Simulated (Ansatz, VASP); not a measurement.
One calculation of Ir, two programs

Contents of INCAR:

```
SYSTEM = Ir
ALGO = Normal
EDIFF = 1E-8
ENCUT = 420
GGA = PS
GGA_COMPAT = .FALSE.
ISIF = 2
ISMEAR = -1
LASPH = .TRUE.
LCHARG = .FALSE.
LEFG = .TRUE.
LREAL = .FALSE.
LWAVE = .FALSE.
NBANDS = 14
NELM = 120
PREC = Accurate
SIGMA = 0.05
```

KPOINTS

```
k-points
0
G
  18 18 18
  0 0 0
```

File POSCAR:

```
Ir
1.0
   -0.0383940000      1.9005030000      1.9005030000
    1.9005030000     -0.0383940000      1.9005030000
    1.9005030000      1.9005030000     -0.0383940000
Ir
1
Direct
    0.0000000000      0.0000000000      0.0000000000
```

Input for Ansatz:

```yaml
crystal:
  lattice:
    - [-0.038394, 1.900503, 1.900503]
    - [1.900503, -0.038394, 1.900503]
    - [1.900503, 1.900503, -0.038394]
  atoms:
    - { symbol: Ir, position: [0.0, 0.0, 0.0] }
kpoints:
  mp_grid: { grid: [18, 18, 18] }
scf:
  occupations: { method: fermi_dirac, width: 0.05 }
hamiltonian:
  xc: pbesol
  pseudopotentials: { kind: paw }
output:
  forces: true
  stress: true
  eigenvalues: true
  efg: { contact_densities: true }
```

Change from the starting cell: equal xy, yz and zx shear strains of -2 %, PAW files.

Alike in both runs: task electric field gradients; functional PBEsol; k mesh 18 × 18 × 18; occupations fermi-dirac, width 0.05 eV; no spin polarisation.

|  | VASP | Ansatz |
| --- | --- | --- |
| version | VASP 6.6.1 | Ansatz 0.2.0 |
| potentials or method | VASP PAW PBE potentials, release 64 (Ir_sv_GW) | PAW with Ansatz's default frozen-core files, scalar-relativistic |
| plane-wave cutoff (eV) | 420 | 420 |
| valence electrons in the cell | 17 | 17 |

|  | VASP | Ansatz | Ansatz less VASP |
| --- | --- | --- | --- |
| size of Vzz on the site where it differs most (V/Å²) | 38.2 | 32.2 | -5.98 |

VASP's potentials were made for PBE, not for PBEsol. The functional is the same, so the differences come from potentials, cutoffs and numerics.

Spin-orbit coupling is off throughout.
